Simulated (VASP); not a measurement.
# Ge (P6_3/mmc) in VASP: a series of runs

Ge is run at these levels: PBE; tasks: relaxation of cell and atoms, relaxation of shape and atoms at fixed volume, single point.

Program: VASP 6.6.1. These are calculated values, not measurements. Logs are shortened: lines on timing, memory, paths and dates and some standing lists are left out, and cuts for length are marked.

## Step 1: The cell of the first run

Symmetry: P6_3/mmc, No. 194, hexagonal system. Conventional cell: a = 4.058 Å, b = 4.058 Å, c = 6.693 Å, α = 90.00°, β = 90.00°, γ = 120.00°. Within 3.3 Å of Ge (site symmetry 3m) lie 4 Ge at 2.49 to 2.51 Å.

## Step 2: Relaxation of cell and atoms, PBE

The input, INCAR:

```
SYSTEM = Ge
PREC = Accurate ; ENCUT = 600
EDIFF = 1E-6 ; ISMEAR = 0
SIGMA = 0.1 ; LREAL = .FALSE.
LASPH = .TRUE. ; NELM = 100
ALGO = Normal ; ISIF = 3
LWAVE = .FALSE. ; LCHARG = .FALSE.
GGA = PE ; IBRION = 2
NSW = 100 ; EDIFFG = -0.005
```

The input, KPOINTS:

```
regular mesh
0
G
  12 12 6
  0 0 0
```

The input, POSCAR:

```
Ge
1.0
    4.0581567162      0.0000000000      0.0000000000
   -2.0290783581      3.5144668087      0.0000000000
    0.0000000000      0.0000000000      6.6925282080
Ge
4
Direct
    0.6666666667      0.3333333333      0.0627911823
    0.3333333333      0.6666666667      0.5627911823
    0.6666666667      0.3333333333      0.4372088177
    0.3333333333      0.6666666667      0.9372088177
```

Potentials or basis: VASP PAW PBE potentials, release 64 (Ge_d).

Run with:

```bash
$ cat potpaw_PBE.64/Ge_d/POTCAR > POTCAR
$ mpirun -np 1 vasp_std > vasp.out
```

OUTCAR:

```text
SYSTEM = Ge
   PREC = Accurate
   ENCUT = 600
   EDIFF = 1E-6
   ISMEAR = 0
   LREAL = .FALSE.
   LASPH = .TRUE.
   NELM = 100
   ISIF = 3
   GGA = PE
   IBRION = 2
   NSW = 100
   EDIFFG = -0.005

 ion  position               nearest neighbor table
   1  0.667  0.333  0.063-   4 2.49   4 2.49   4 2.49   3 2.51
   2  0.333  0.667  0.563-   3 2.49   3 2.49   3 2.49   4 2.51
   3  0.667  0.333  0.437-   2 2.49   2 2.49   2 2.49   1 2.51
   4  0.333  0.667  0.937-   1 2.49   1 2.49   1 2.49   2 2.51

  LATTYP: Found a hexagonal cell.
 ALAT       =     4.0581567162
 C/A-ratio  =     1.6491546966

  Lattice vectors:

 A1 = (   4.0581567162,   0.0000000000,   0.0000000000)
 A2 = (  -2.0290783581,   3.5144668087,   0.0000000000)
 A3 = (   0.0000000000,   0.0000000000,   6.6925282080)

Analysis of symmetry for initial positions (statically):
=====================================================================
 Subroutine PRICEL returns:
 Original cell was already a primitive cell.

 Routine SETGRP: Setting up the symmetry group for a
 hexagonal supercell.

 Subroutine GETGRP returns: Found 24 space group operations
 (whereof 12 operations were pure point group operations)
 out of a pool of 24 trial point group operations.

The static configuration has the point symmetry D_3d.
 The point group associated with its full space group is D_6h.

Analysis of symmetry for dynamics (positions and initial velocities):
=====================================================================
 Subroutine PRICEL returns:
 Original cell was already a primitive cell.

 Routine SETGRP: Setting up the symmetry group for a
 hexagonal supercell.

 Subroutine GETGRP returns: Found 24 space group operations
 (whereof 12 operations were pure point group operations)
 out of a pool of 24 trial point group operations.

The dynamic configuration has the point symmetry D_3d.
 The point group associated with its full space group is D_6h.

 Subroutine INISYM returns: Found 24 space group operations
 (whereof 12 operations are pure point group operations),
 and found     1 'primitive' translations

----------------------------------------------------------------------------------------

                                     Primitive cell

  volume of cell :      95.4506

  direct lattice vectors                    reciprocal lattice vectors
     4.058156716  0.000000000  0.000000000     0.246417295  0.142269092  0.000000000
    -2.029078358  3.514466809  0.000000000     0.000000000  0.284538183  0.000000000
     0.000000000  0.000000000  6.692528208     0.000000000  0.000000000  0.149420364

  length of vectors
     4.058156716  4.058156716  6.692528208     0.284538183  0.284538183  0.149420364

  position of ions in fractional coordinates (direct lattice)
     0.666666667  0.333333333  0.062791182
     0.333333333  0.666666667  0.562791182
     0.666666667  0.333333333  0.437208818
     0.333333333  0.666666667  0.937208818

  ion indices of the primitive-cell ions
   primitive index   ion index
                 1           1
                 2           2
                 3           3
                 4           4

----------------------------------------------------------------------------------------

 KPOINTS: regular mesh

Automatic generation of k-mesh.
 Grid dimensions read from file:
 generate k-points for:   12   12    6

 Generating k-lattice:

  Cartesian coordinates                     Fractional coordinates (reciprocal lattice)
     0.020534775  0.011855758  0.000000000     0.083333333 -0.000000000  0.000000000
     0.000000000  0.023711515  0.000000000     0.000000000  0.083333333  0.000000000
     0.000000000  0.000000000  0.024903394     0.000000000  0.000000000  0.166666667

  Length of vectors
     0.023711515  0.023711515  0.024903394

  Shift w.r.t. Gamma in fractional coordinates (k-lattice)
     0.000000000  0.000000000  0.000000000

 Subroutine IBZKPT returns following result:
 ===========================================

 Found     76 irreducible k-points:

 Following reciprocal coordinates:
            Coordinates               Weight
  0.000000  0.000000  0.000000      1.000000
  0.083333  0.000000  0.000000      6.000000
  0.166667  0.000000  0.000000      6.000000
  0.250000  0.000000  0.000000      6.000000
  0.333333 -0.000000  0.000000      6.000000
  0.416667  0.000000  0.000000      6.000000
[... 16 lines left out ...]
  0.250000  0.000000  0.166667     12.000000
  0.333333 -0.000000  0.166667     12.000000
 [... further k-points ...]
   k-points           NKPTS =     76   k-points in BZ     NKDIM =     76   number of bands    NBANDS=     33
   number of dos      NEDOS =    301   number of ions     NIONS =      4
   total plane-waves  NPLWV =  55296
   dimension x,y,z NGX =    32 NGY =   32 NGZ =   54
   dimension x,y,z NGXF=    64 NGYF=   64 NGZF=  108
   ions per type =               4
   NGX,Y,Z   is equivalent  to a cutoff of  13.11, 13.11, 13.41 a.u.
   NGXF,Y,Z  is equivalent  to a cutoff of  26.22, 26.22, 26.83 a.u.
 SYSTEM =  Ge
   PREC   = accura    normal or accurate (medium, high low for compatibility)
   ISTART =      0    job   : 0-new  1-cont  2-samecut
   ICHARG =      2    charge: 1-file 2-atom 10-const
   ISPIN  =      1    spin polarized calculation?
   LNONCOLLINEAR =      F non collinear calculations
   LSORBIT =      F    spin-orbit coupling
   LASPH  =      T    aspherical Exc in radial PAW
   ENCUT  =  600.0 eV  44.10 Ry    6.64 a.u.   8.11  8.11 13.37*2*pi/ulx,y,z
   NELM   =    100;   NELMIN=  2; NELMDL= -5     # of ELM steps
   EDIFF  = 0.1E-05   stopping-criterion for ELM
   LREAL  =      F    real-space projection
   EDIFFG = -.5E-02   stopping-criterion for IOM
   NSW    =    100    number of steps for IOM
   IBRION =      2    ionic relax: 0-MD 1-quasi-New 2-CG
   NFREE  =      1    steps in history (QN), initial steepest desc. (CG)
   ISIF   =      3    stress and relaxation
   ISYM   =      2    0-nonsym 1-usesym 2-fastsym
   POTIM  = 0.5000    time-step for ionic-motion
   TEBEG  =    0.0;   TEEND  =   0.0 temperature during run
   PSTRESS=    0.0 pullay stress
   NELECT =      56.0000    total number of electrons
   NUPDOWN=      -1.0000    fix difference up-down
   EMIN   =  10.00;   EMAX   =-10.00  energy-range for DOS
   EFERMI =   0.00;   METHOD = LEGACY
   ISMEAR =     0;   SIGMA  =   0.10  broadening in eV -4-tet -1-fermi 0-gaus
   EFERMI_NEDOS =   21; number of points for ismear=-14 and -15
   IALGO  =     38    algorithm
   IMIX   =      4    mixing-type and parameters
     AMIX     =   0.40;   BMIX     =  1.00
     AMIX_MAG =   1.60;   BMIX_MAG =  1.00
  volume/ion in A,a.u.               =      23.86       161.03
  Fermi-wavevector in a.u.,A,eV,Ry     =   1.370497  2.589863 25.555298  1.878261
  Thomas-Fermi vector in A             =   2.496278
   LORBIT       =      0    0 simple, 1 ext, 2 COOP (PROOUT), +10 PAW based schemes
   GGA     = PE    functional components
   LHFCALC =     F    Hartree Fock is set to
   AEXX    =    0.0000 exact exchange contribution
   IVDW    =     0    specifies the selected vdW correction
   LEPSILON=     F    determine dielectric tensor
   LRPA    =     F    only Hartree local field effects (RPA)
 conjugate gradient relaxation of ions
 non-spin polarized calculation
 Gauss-broadening in eV      SIGMA  =   0.10
  energy-cutoff  :      600.00
  volume of cell :       95.45
 maximum number of plane-waves:      3216
   NGX = 17   NGY = 17   NGZ = 27

--------------------------------------- Ionic step        1  -------------------------------------------

 number of electron      55.9999998 magnetization

 Free energy of the ion-electron system (eV)
  ---------------------------------------------------
  ext. energy  EPLUGINS =         0.00000000
  ---------------------------------------------------
  free energy    TOTEN  =       -18.00301442 eV

  energy without entropy =      -18.00243125  energy(sigma->0) =      -18.00272283

------------------------ aborting loop because EDIFF is reached ----------------------------------------

  FORCE on cell =-STRESS in cart. coord.  units (eV):
  Direction    XX          YY          ZZ          XY          YZ          ZX
  --------------------------------------------------------------------------------------
  -------------------------------------------------------------------------------------
  Total       -0.0270477     -0.0270477     -0.0249191     -0.0000000     -0.0000000      0.0000000
  in kB       -0.4540071     -0.4540071     -0.4182773     -0.0000000     -0.0000000      0.0000000
  external PRESSURE =      -0.4420972 kB  Pullay stress =       0.0000000 kB
[... 61 lines left out ...]
  energy  without entropy=      -18.0024226216  energy(sigma->0) =      -18.00271388

--------------------------------------- Ionic step        3  -------------------------------------------

 number of electron      55.9999998 magnetization

 Free energy of the ion-electron system (eV)
  ---------------------------------------------------
  ext. energy  EPLUGINS =         0.00000000
  ---------------------------------------------------
  free energy    TOTEN  =       -18.00301524 eV

  energy without entropy =      -18.00243229  energy(sigma->0) =      -18.00272376

 E-fermi :   4.5516     XC(G=0):  -9.6739

 val. band max:        4.4988500063   @ k =   0.0833   0.0000   0.0000
 cond. band min:       4.6512753923   @ k =   0.0000   0.0000   0.0000
 fundamental gap:      0.1524253859
 Fermi energy:         4.5515678904

 k-point     1 :       0.0000    0.0000    0.0000
  band No.  band energies     occupation
      1     -20.2851      2.00000
      2     -20.2851      2.00000
      3     -20.2516      2.00000
      4     -20.2515      2.00000
      5     -20.2515      2.00000
      6     -20.2390      2.00000
[... 853 lines left out ...]
     32       8.4745      0.00000
     33       9.0901      0.00000

 [... further k-points ...]
[... 5 lines left out ...]
  --------------------------------------------------------------------------------------
  -------------------------------------------------------------------------------------
  Total       -0.0107226     -0.0107226     -0.0082930      0.0000000      0.0000000      0.0000000
  in kB       -0.1800425     -0.1800425     -0.1392474      0.0000000      0.0000000      0.0000000
  external PRESSURE =      -0.1664441 kB  Pullay stress =       0.0000000 kB
[... 19 lines left out ...]
  FREE ENERGIE OF THE ION-ELECTRON SYSTEM (eV)
  ---------------------------------------------------
  free  energy   TOTEN  =       -18.0030152358 eV

  energy  without entropy=      -18.0024322907  energy(sigma->0) =      -18.00272376

 reached required accuracy - stopping structural energy minimisation
```

Run time: 4.8 min. Hardware: 1 thread of Intel Xeon Platinum 8259CL at 2.50GHz (Skylake/Cascade Lake), shared host; peak memory 0.37 GiB.

Results:

| Property | Result |
| --- | --- |
| Free energy | -18.0030 eV |
| Relaxed volume | 23.85 Å³/atom |
| Relaxed cell | a = 4.058 Å, b = 4.058 Å, c = 6.692 Å, α = 90.00°, β = 90.00°, γ = 120.00° |
| Space group after relaxing (to 0.05 Å) | P6_3/mmc (No. 194) |
| Energy gained by relaxing | 0.0 meV/atom |
| Ionic steps | 3 |
| Pressure after relaxing | 0.0 GPa |
| Band gap on the k mesh | zero (band 28 reaches 4.50 eV, above the bottom of band 29 at 4.49 eV) |

Final structure:
```
Ge
1.0
     4.05771    0.00000    0.00000
    -2.02885    3.51408    0.00000
     0.00000    0.00000    6.69184
Ge
4
Direct
  0.66667 0.33333 0.06279
  0.33333 0.66667 0.56279
  0.66667 0.33333 0.43721
  0.33333 0.66667 0.93721
```

Levels at points of the mesh, in eV from the Fermi level:
```csv
k point,band 25,band 26,band 27,band 28,band 29,band 30,band 31,band 32
"(0.00, 0.00, 0.00)",-1.42,-0.40,-0.20,-0.15,0.10,0.10,2.26,2.26
"(0.50, 0.00, 0.00)",-4.36,-2.92,-2.65,-1.38,0.58,1.52,3.57,3.69
"(0.00, 0.00, 0.50)",-0.82,-0.82,-0.82,-0.82,0.54,0.54,3.33,3.33
"(0.50, 0.00, 0.50)",-2.44,-2.44,-2.30,-2.30,0.51,0.51,2.15,2.15
```

[end of part 1 of 2]
